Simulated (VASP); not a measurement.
Crystal: OsSe.

```
Os Se
1.0
     0.00000    2.73478    2.73478
     2.73478    0.00000    2.73478
     2.73478    2.73478    0.00000
Os Se
1 1
Direct
  0.00000 0.00000 0.00000
  0.25000 0.25000 0.25000
```

Base run:

| Property | Result |
| --- | --- |
| Program | VASP 6.6.1 |
| Functional | r2SCAN |
| Potentials or basis | VASP PAW PBE potentials, release 64 (Os, Se) |
| Cutoff | 520 eV |
| k mesh | 10 × 10 × 10 |
| Occupations | gaussian, width 0.05 eV |
| Spin | collinear spin, ferromagnetic start |
| Starting moments | [0.5, 0.0] μB |

Its results: pressure 0.6 GPa; net moment 0.13 μB per cell.

**Question.** The run is repeated on the same cell with these changes: occupations from gaussian, width 0.05 eV to methfessel-paxton, width 0.15 eV; moments at the start from [0.5, 0.0] to [1.0, 0.0]. What comes out?

**Answer.** Pressure 0.6 GPa; net moment 0.00 μB per cell.

Caveats: the PAW data sets were made with another functional, which shifts forces and pressure a little.
